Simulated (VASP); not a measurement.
# GaAs in VASP: further runs

The runs below take GaAs through single point, with PBE+D3(BJ).

Everything below comes from runs of VASP 6.6.1. Logs are shortened: lines on timing, memory, paths and dates and some standing lists are left out, and cuts for length are marked.

## 1. The cell of the first run

The cell holds a slab with vacuum, 4 atoms: a = 4.014 Å, b = 4.014 Å, c = 21.541 Å, α = 90.00°, β = 90.00°, γ = 120.00°.

## 2. Single point, PBE+D3(BJ)

File INCAR:

```
SYSTEM = GaAs
PREC = Accurate ; ENCUT = 520
EDIFF = 1E-6 ; ISMEAR = 0
SIGMA = 0.05 ; LREAL = .False.
LASPH = .True. ; NELM = 100
ALGO = Normal ; ISIF = 2
LWAVE = .False. ; LCHARG = .False.
LDIPOL = .True. ; IDIPOL = 3
DIPOL = 0.5 0.5 0.284 ; GGA = PE
IVDW = 12 ; NBANDS = 26
```

File KPOINTS:

```
regular mesh
0
Gamma
  9 9 1
  0 0 0
```

File POSCAR:

```
GaAs
1.0
    4.0137031116      0.0000000000      0.0000000000
   -2.0068515558      3.4759688579      0.0000000000
    0.0000000000      0.0000000000     21.5411958002
As Ga
2 2
Direct
    0.0000000000      0.0000000000      0.1856907127
    0.3333333333      0.6666666667      0.3471241417
    0.3333333333      0.6666666667      0.2237245212
    0.6666666667      0.3333333333      0.3779361125
```

Potentials or basis: VASP PAW PBE potentials, release 64 (As, Ga_d).

Started as:

```bash
$ cat potpaw_PBE.64/As/POTCAR potpaw_PBE.64/Ga_d/POTCAR > POTCAR
$ mpirun -np 1 vasp_std > vasp.out
```

OUTCAR:

```text
SYSTEM = GaAs
   PREC = Accurate
   ENCUT = 520
   EDIFF = 1E-6
   ISMEAR = 0
   LREAL = .False.
   LASPH = .True.
   NELM = 100
   ISIF = 2
   GGA = PE
   IVDW = 12
 IVDW          = 12

 ion  position               nearest neighbor table
   1  0.000  0.000  0.186-   3 2.46   3 2.46   3 2.46
   2  0.333  0.667  0.347-   4 2.41   4 2.41   4 2.41   3 2.66
   3  0.333  0.667  0.224-   1 2.46   1 2.46   1 2.46   2 2.66
   4  0.667  0.333  0.378-   2 2.41   2 2.41   2 2.41

  LATTYP: Found a hexagonal cell.
 ALAT       =     4.0137031116
 C/A-ratio  =     5.3669130978

  Lattice vectors:

 A1 = (   4.0137031116,   0.0000000000,   0.0000000000)
 A2 = (  -2.0068515558,   3.4759688579,   0.0000000000)
 A3 = (   0.0000000000,   0.0000000000,  21.5411958002)

Analysis of symmetry for initial positions (statically):
=====================================================================
 Subroutine PRICEL returns:
 Original cell was already a primitive cell.

 Routine SETGRP: Setting up the symmetry group for a
 hexagonal supercell.

 Subroutine GETGRP returns: Found  6 space group operations
 (whereof  6 operations were pure point group operations)
 out of a pool of 24 trial point group operations.

The static configuration has the point symmetry C_3v.

Analysis of symmetry for dynamics (positions and initial velocities):
=====================================================================
 Subroutine PRICEL returns:
 Original cell was already a primitive cell.

 Routine SETGRP: Setting up the symmetry group for a
 hexagonal supercell.

 Subroutine GETGRP returns: Found  6 space group operations
 (whereof  6 operations were pure point group operations)
 out of a pool of 24 trial point group operations.

The dynamic configuration has the point symmetry C_3v.

 Subroutine INISYM returns: Found  6 space group operations
 (whereof  6 operations are pure point group operations),
 and found     1 'primitive' translations

----------------------------------------------------------------------------------------

                                     Primitive cell

  volume of cell :     300.5321

  direct lattice vectors                    reciprocal lattice vectors
     4.013703112  0.000000000  0.000000000     0.249146479  0.143844787  0.000000000
    -2.006851556  3.475968858  0.000000000     0.000000000  0.287689574  0.000000000
     0.000000000  0.000000000 21.541195800     0.000000000  0.000000000  0.046422678

  length of vectors
     4.013703112  4.013703112 21.541195800     0.287689574  0.287689574  0.046422678

  position of ions in fractional coordinates (direct lattice)
     0.000000000  0.000000000  0.185690713
     0.333333333  0.666666667  0.347124142
     0.333333333  0.666666667  0.223724521
     0.666666667  0.333333333  0.377936113

  ion indices of the primitive-cell ions
   primitive index   ion index
                 1           1
                 2           2
                 3           3
                 4           4

----------------------------------------------------------------------------------------

 KPOINTS: regular mesh

Automatic generation of k-mesh.
 Grid dimensions read from file:
 generate k-points for:    9    9    1

 Generating k-lattice:

  Cartesian coordinates                     Fractional coordinates (reciprocal lattice)
     0.027682942  0.015982754  0.000000000     0.111111111 -0.000000000  0.000000000
     0.000000000  0.031965508  0.000000000     0.000000000  0.111111111  0.000000000
     0.000000000  0.000000000  0.046422678     0.000000000  0.000000000  1.000000000

  Length of vectors
     0.031965508  0.031965508  0.046422678

  Shift w.r.t. Gamma in fractional coordinates (k-lattice)
     0.000000000  0.000000000  0.000000000

 Subroutine IBZKPT returns following result:
 ===========================================

 Found     12 irreducible k-points:

 Following reciprocal coordinates:
            Coordinates               Weight
  0.000000  0.000000  0.000000      1.000000
  0.111111  0.000000  0.000000      6.000000
  0.222222 -0.000000  0.000000      6.000000
  0.333333 -0.000000  0.000000      6.000000
  0.444444 -0.000000  0.000000      6.000000
  0.111111  0.111111  0.000000      6.000000
  0.222222  0.111111  0.000000     12.000000
  0.333333  0.111111  0.000000     12.000000
  0.444444  0.111111  0.000000      6.000000
  0.222222  0.222222  0.000000      6.000000
  0.333333  0.222222  0.000000     12.000000
  0.333333  0.333333  0.000000      2.000000
   k-points           NKPTS =     12   k-points in BZ     NKDIM =     12   number of bands    NBANDS=     26
   number of dos      NEDOS =    301   number of ions     NIONS =      4
   total plane-waves  NPLWV = 144000
   dimension x,y,z NGX =    30 NGY =   30 NGZ =  160
   dimension x,y,z NGXF=    60 NGYF=   60 NGZF=  320
   ions per type =               2   2
   NGX,Y,Z   is equivalent  to a cutoff of  12.43, 12.43, 12.35 a.u.
   NGXF,Y,Z  is equivalent  to a cutoff of  24.85, 24.85, 24.70 a.u.
 SYSTEM =  GaAs
   PREC   = accura    normal or accurate (medium, high low for compatibility)
   ISTART =      0    job   : 0-new  1-cont  2-samecut
   ICHARG =      2    charge: 1-file 2-atom 10-const
   ISPIN  =      1    spin polarized calculation?
   LNONCOLLINEAR =      F non collinear calculations
   LSORBIT =      F    spin-orbit coupling
   LASPH  =      T    aspherical Exc in radial PAW
   ENCUT  =  520.0 eV  38.22 Ry    6.18 a.u.   7.46  7.46 40.05*2*pi/ulx,y,z
   NELM   =    100;   NELMIN=  2; NELMDL= -5     # of ELM steps
   EDIFF  = 0.1E-05   stopping-criterion for ELM
   LREAL  =      F    real-space projection
   EDIFFG = 0.1E-04   stopping-criterion for IOM
   NSW    =      0    number of steps for IOM
   IBRION =     -1    ionic relax: 0-MD 1-quasi-New 2-CG
   NFREE  =      0    steps in history (QN), initial steepest desc. (CG)
   ISIF   =      2    stress and relaxation
   ISYM   =      2    0-nonsym 1-usesym 2-fastsym
   POTIM  = 0.5000    time-step for ionic-motion
   TEBEG  =    0.0;   TEEND  =   0.0 temperature during run
   PSTRESS=    0.0 pullay stress
   NELECT =      36.0000    total number of electrons
   NUPDOWN=      -1.0000    fix difference up-down
   EMIN   =  10.00;   EMAX   =-10.00  energy-range for DOS
   EFERMI =   0.00;   METHOD = LEGACY
   ISMEAR =     0;   SIGMA  =   0.05  broadening in eV -4-tet -1-fermi 0-gaus
   EFERMI_NEDOS =   21; number of points for ismear=-14 and -15
   IALGO  =     38    algorithm
   IMIX   =      4    mixing-type and parameters
     AMIX     =   0.40;   BMIX     =  1.00
     AMIX_MAG =   1.60;   BMIX_MAG =  1.00
  volume/ion in A,a.u.               =      75.13       507.02
  Fermi-wavevector in a.u.,A,eV,Ry     =   0.807010  1.525027  8.860991  0.651264
  Thomas-Fermi vector in A             =   1.915549
   LORBIT       =      0    0 simple, 1 ext, 2 COOP (PROOUT), +10 PAW based schemes
   GGA     = PE    functional components
   LHFCALC =     F    Hartree Fock is set to
   AEXX    =    0.0000 exact exchange contribution
   IVDW    =    12    specifies the selected vdW correction
   LEPSILON=     F    determine dielectric tensor
   LRPA    =     F    only Hartree local field effects (RPA)
 non-spin polarized calculation
 Gauss-broadening in eV      SIGMA  =   0.05
  energy-cutoff  :      520.00
  volume of cell :      300.53
 maximum number of plane-waves:      8131
 NGX is ok and might be reduce to    30
   NGX = 15   NGY = 15   NGZ = 81

 number of electron      35.9999978 magnetization

 dipolmoment           0.000000      0.000000     -0.159300 electrons x Angstroem

 Free energy of the ion-electron system (eV)
  ---------------------------------------------------
  ext. energy  EPLUGINS =         0.00000000
  ---------------------------------------------------
  free energy    TOTEN  =       -15.12938895 eV

  energy without entropy =      -15.12825064  energy(sigma->0) =      -15.12881980

 E-fermi :  -1.6886     XC(G=0):  -3.5752

 val. band max:       -1.7150920204   @ k =   0.0000   0.0000   0.0000
 cond. band min:      -1.6536889583   @ k =   0.3333   0.3333   0.0000
 fundamental gap:      0.0614030620
 Fermi energy:        -1.6885856617

 k-point     1 :       0.0000    0.0000    0.0000
  band No.  band energies     occupation
      1     -17.6275      2.00000
      2     -17.5408      2.00000
      3     -17.5408      2.00000
      4     -17.4764      2.00000
      5     -17.4764      2.00000
      6     -16.3093      2.00000
[... 18 lines left out ...]
     25       2.7551      0.00000
     26       3.0776      0.00000

 k-point     2 :       0.1111    0.0000    0.0000
  band No.  band energies     occupation
      1     -17.6250      2.00000
      2     -17.5447      2.00000
      3     -17.5399      2.00000
      4     -17.4780      2.00000
      5     -17.4732      2.00000
      6     -16.3060      2.00000
[... 18 lines left out ...]
     25       2.7475      0.00000
     26       2.9289      0.00000

 k-point     3 :       0.2222   -0.0000    0.0000
  band No.  band energies     occupation
      1     -17.6211      2.00000
      2     -17.5522      2.00000
      3     -17.5382      2.00000
      4     -17.4821      2.00000
      5     -17.4646      2.00000
      6     -16.2984      2.00000
[... 224 lines left out ...]
 k-point    11 :       0.3333    0.2222    0.0000
  band No.  band energies     occupation
      1     -17.6199      2.00000
      2     -17.5564      2.00000
      3     -17.5399      2.00000
      4     -17.4866      2.00000
      5     -17.4502      2.00000
      6     -16.2832      2.00000
[... 18 lines left out ...]
     25       3.9586      0.00000
     26       4.4864      0.00000

 k-point    12 :       0.3333    0.3333    0.0000
  band No.  band energies     occupation
      1     -17.6185      2.00000
      2     -17.5563      2.00000
      3     -17.5409      2.00000
      4     -17.4860      2.00000
      5     -17.4510      2.00000
      6     -16.2800      2.00000
[... 18 lines left out ...]
     25       4.6253      0.00000
     26       4.8426      0.00000

------------------------ aborting loop because EDIFF is reached ----------------------------------------

 vacuum level on the upper side and lower side of the slab       (xc-potential included)        -1.106         0.890

 Edisp (eV)   -0.83936

 E8    (eV) :    -0.3917

  FORCE on cell =-STRESS in cart. coord.  units (eV):
  Direction    XX          YY          ZZ          XY          YZ          ZX
  --------------------------------------------------------------------------------------
  -------------------------------------------------------------------------------------
  Total       0.06944     0.06944    -0.34917     0.00000     0.00000     0.00000
  in kB       0.37022     0.37022    -1.86147     0.00000     0.00000     0.00000
  external pressure =       -0.37 kB  Pullay stress =        0.00 kB

 VOLUME and BASIS-vectors are now :
 -----------------------------------------------------------------------------
  energy-cutoff  :      520.00
  volume of cell :      300.53
      direct lattice vectors                 reciprocal lattice vectors
     4.013703112  0.000000000  0.000000000     0.249146479  0.143844787  0.000000000
    -2.006851556  3.475968858  0.000000000     0.000000000  0.287689574  0.000000000
     0.000000000  0.000000000 21.541195800     0.000000000  0.000000000  0.046422678

 POSITION                                       TOTAL-FORCE (eV/Angst)
 -----------------------------------------------------------------------------------
      0.00000      0.00000      4.00000         0.000000      0.000000      0.464303
     -0.00000      2.31731      7.47747         0.000000      0.000000      0.000215
     -0.00000      2.31731      4.81929         0.000000     -0.000000     -0.473754
      2.00685      1.15866      8.14120        -0.000000      0.000000      0.009237
 -----------------------------------------------------------------------------------
    total drift:                               -0.000003      0.000001      0.001214

  FREE ENERGIE OF THE ION-ELECTRON SYSTEM (eV)
  ---------------------------------------------------
  free  energy   TOTEN  =       -15.9687528106 eV

  energy  without entropy=      -15.9676145019  energy(sigma->0) =      -15.96818366

 vacuum level on the upper side and lower side of the slab         1.489         3.527
```

It took 4.9 min on 1 thread of Intel Xeon 8259CL, shared host; peak memory 0.39 GiB.

What came out:

```
Free energy                : -15.9688 eV
Largest force              : 0.474 eV/Å
Band gap on the k mesh     : 0.06 eV
Dispersion energy per atom : -0.210 eV
```

Forces in eV/Å, atoms in the order of the input:
```
As   0.000  0.000  0.464
As   0.000  0.000  0.000
Ga   0.000  0.000 -0.474
Ga   0.000  0.000  0.009
```

Levels at points of the mesh, in eV from the valence-band top:
```
           k point  band 16  band 17  band 18  band 19  band 20  band 21
(0.00, 0.00, 0.00)    -1.70     0.00     0.00     0.07     1.03     1.91
```

[end of part 1 of 2]
